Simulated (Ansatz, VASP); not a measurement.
**One calculation of Bi2H3, two programs**

```
Bi H
1.0
     2.55062   -2.68566    0.00000
     2.55062    2.68566    0.00000
     0.00000    0.00000    6.52065
Bi H
2 3
Direct
  0.50000 0.50000 0.00000
  0.50000 0.50000 0.50000
  0.91742 0.91742 0.00000
  0.08258 0.08258 0.00000
  0.00000 0.00000 0.50000
```

Alike in both runs: functional PBE; k mesh 10 × 10 × 6; occupations gaussian, width 0.1 eV; no spin polarisation.

Ansatz relaxed the structure, and its values are those at the end. VASP's run is a single point on that final structure, the one shown.

```csv
,VASP,Ansatz
version,VASP 6.6.1,Ansatz 0.2.0
potentials or method,"VASP PAW PBE potentials, release 64 (Bi_d, H), cutoff 520 eV","scalar-relativistic, plane waves, PAW"
valence electrons in the cell,33,33
```

```tsv
	VASP	Ansatz	Ansatz less VASP
gap on the k mesh at the Fermi level (eV)	none	none	-
pressure (GPa)	-0.1	0.0	+0.11
```

A gap of «none» marks a metal or a gap that the smearing closes.

Spin-orbit coupling is off throughout.
